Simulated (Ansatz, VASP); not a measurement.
**Mg: VASP beside Ansatz**

The input INCAR:

```
PREC = Accurate
ENCUT = 520
EDIFF = 1E-6
ISMEAR = -1
SIGMA = 0.05
LREAL = False
LASPH = True
NELM = 100
ALGO = Fast
ISIF = 2
LWAVE = False
LCHARG = False
GGA = PS
IVDW = 12
NBANDS = 9
```

KPOINTS

```
regular mesh
0
Gamma
  10 10 5
```

File POSCAR:

```
Mg
1.0
    3.2722434310      0.0000000000      0.0000000000
   -1.6361217155      2.8338459386      0.0000000000
    0.0000000000      0.0000000000      5.3124886887
Mg
2
Direct
    0.6666666667      0.3333333333      0.7500000000
    0.3333333333      0.6666666667      0.2500000000
```

File input.yaml:

```yaml
crystal:
  lattice:
    - [3.272243431, 0.0, 0.0]
    - [-1.6361217155, 2.8338459386, 0.0]
    - [0.0, 0.0, 5.3124886887]
  atoms:
    - { symbol: Mg, position: [0.6666666667, 0.3333333333, 0.75] }
    - { symbol: Mg, position: [0.3333333333, 0.6666666667, 0.25] }
hamiltonian:
  xc: pbesol
  pseudopotentials: { kind: paw }
  dispersion: d3bj
kpoints:
  mp_grid: { grid: [10, 10, 5] }
scf:
  occupations: { method: fermi_dirac, width: 0.05 }
output:
  forces: true
  stress: true
  eigenvalues: true
```

Alike in both runs: task single point; functional PBEsol; dispersion D3(BJ); k mesh 10 × 10 × 5; occupations fermi-dirac, width 0.05 eV; no spin polarisation.

|  | VASP | Ansatz |
| --- | --- | --- |
| version | VASP 6.6.1 | Ansatz 0.2.0 |
| potentials or method | VASP PAW PBE potentials, release 64 (Mg) | Ansatz PAW |
| plane-wave cutoff (eV) | 520 | 420 |
| valence electrons in the cell | 4 | 20 |

|  | VASP | Ansatz | Ansatz less VASP |
| --- | --- | --- | --- |
| gap on the k mesh at the Fermi level (eV) | none | none | - |
| pressure (GPa) | -4.4 | -4.4 | +0.07 |
| traceless stress, the component that is largest in VASP (GPa) | 0.83 | 0.83 | +0.006 |

VASP's potentials were made for PBE, not for PBEsol. A gap of «none» marks a metal or a gap that the smearing closes. VASP's potentials hold 4 valence electrons a cell and Ansatz's 20, so a difference there can come from the potentials and not from the codes.
